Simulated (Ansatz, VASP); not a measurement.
AlN in VASP and in Ansatz

The input INCAR:

```
SYSTEM = AlN
PREC = Accurate
ENCUT = 600
EDIFF = 1E-6
ISMEAR = 0
SIGMA = 0.02
LREAL = .FALSE.
LASPH = .TRUE.
NELM = 120
ALGO = Normal
ISIF = 2
LWAVE = .FALSE.
LCHARG = .FALSE.
GGA = PS
NBANDS = 11
GGA_COMPAT = .FALSE.
```

KPOINTS

```
regular mesh
0
G
  6 6 6
  0 0 0
```

POSCAR

```
AlN
1.0
    0.0000000000      2.0222575202      2.0222575202
    2.0222575202      0.0000000000      2.0222575202
    2.0222575202      2.0222575202      0.0000000000
Al N
1 1
Direct
    0.5000000000      0.5000000000      0.5000000000
    0.0000000000      0.0000000000      0.0000000000
```

Input for Ansatz:

```yaml
crystal:
  lattice:
    - [0.0, 2.0222575202, 2.0222575202]
    - [2.0222575202, 0.0, 2.0222575202]
    - [2.0222575202, 2.0222575202, 0.0]
  atoms:
    - { symbol: Al, position: [0.5, 0.5, 0.5] }
    - { symbol: "N", position: [0.0, 0.0, 0.0] }
basis:
  ecutwfc: 420
kpoints:
  mp_grid: { grid: [6, 6, 6] }
hamiltonian:
  xc: pbesol
  pseudopotentials: { kind: paw, azcp: { folder: soft_1 } }
scf:
  occupations: { method: gaussian, width: 0.02 }
output:
  forces: true
  stress: true
  eigenvalues: true
```

Alike in both runs: task single point; functional PBEsol; k mesh 6 × 6 × 6; occupations gaussian, width 0.02 eV; no spin polarisation.

|  | VASP | Ansatz |
| --- | --- | --- |
| version | VASP 6.6.1 | Ansatz 0.2.0 |
| potentials or method | VASP PAW PBE potentials, release 64 (Al, N), cutoff 600 eV | scalar-relativistic, plane waves, PAW |
| valence electrons in the cell | 8 | 8 |

VASP gave:

| Property | Result |
| --- | --- |
| gap on the k mesh at the Fermi level (eV) | 4.54 |
| least direct gap on the mesh (eV) | 5.66 |
| pressure (GPa) | -0.1 |

Question: Which values does Ansatz return?

Answer: gap on the k mesh at the Fermi level (eV): 4.55; least direct gap on the mesh (eV): 5.64; pressure (GPa): 0.0.

VASP's potentials were made for PBE, not for PBEsol, and Ansatz warns of the same on its side. With one functional, cell and mesh, what is left measures potentials, basis and numerics.

The k mesh is coarse, so the values compare programs but aren't converged.
